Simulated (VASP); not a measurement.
# HC6: single point with LDA

The system is HC6, a wire with vacuum.

```
C H
1.0
     4.88891    0.00000    0.00000
    -1.22223    8.78428    0.00000
     0.00000    0.00000   22.74730
C H
12 2
Direct
  0.01936 0.07744 0.17585
  0.51936 0.07744 0.17585
  0.27420 0.09680 0.20595
  0.77420 0.09680 0.20595
  0.28388 0.13552 0.26617
  0.78388 0.13552 0.26617
  0.03862 0.15447 0.29549
  0.53862 0.15447 0.29549
  0.04882 0.19529 0.35836
  0.54882 0.19529 0.35836
  0.30311 0.21243 0.38454
  0.80311 0.21243 0.38454
  0.04882 0.14348 0.44653
  0.04882 0.24710 0.44653
```

| Quantity | Value |
| --- | --- |
| Program | VASP 6.6.1 |
| Task | single point |
| Functional | LDA |
| Potentials or basis | VASP PAW LDA potentials, release 64 (C, H) |
| Cutoff | 520 eV |
| k mesh | 6 × 3 × 1 |
| Occupations | gaussian, width 0.1 eV |
| Spin | no spin polarisation |
| Dipole correction | yes |
| Further INCAR settings | ALGO = Normal; EDIFF = 1e-07; NBANDS = 38 |

```json
{
  "Largest force": "3.150 eV/Å",
  "Band gap on the k mesh": "0.03 eV"
}
```

Forces in eV/Å, atoms in the order of the input:
```
C   -0.004  0.365  1.750
C    0.005  0.505  1.646
C    0.047 -0.796 -3.039
C   -0.049 -0.806 -3.045
C    0.116  0.235  1.045
C   -0.114  0.254  1.058
C    0.005  0.610  0.787
C   -0.004  0.200  0.423
C   -0.016 -0.170 -1.968
C    0.030 -0.222 -0.655
C   -0.615 -0.531  0.910
C    0.649 -0.218  0.972
H    0.252  1.974  0.103
H   -0.303 -1.400  0.011
```

Levels at points of the mesh, in eV from the valence-band top:
| k point | band 23 | band 24 | band 25 | band 26 | band 27 | band 28 |
| --- | --- | --- | --- | --- | --- | --- |
| (0.00, 0.00, 0.00) | -1.45 | -0.20 | -0.07 | 0.04 | 0.83 | 1.18 |
| (0.50, 0.00, 0.00) | -1.85 | -1.00 | 0.00 | 0.03 | 0.90 | 2.74 |

Run time: 19 min on 1 thread of Oxide Virtual Turin-like Processor, with other jobs on the host, peak memory 0.76 GiB.
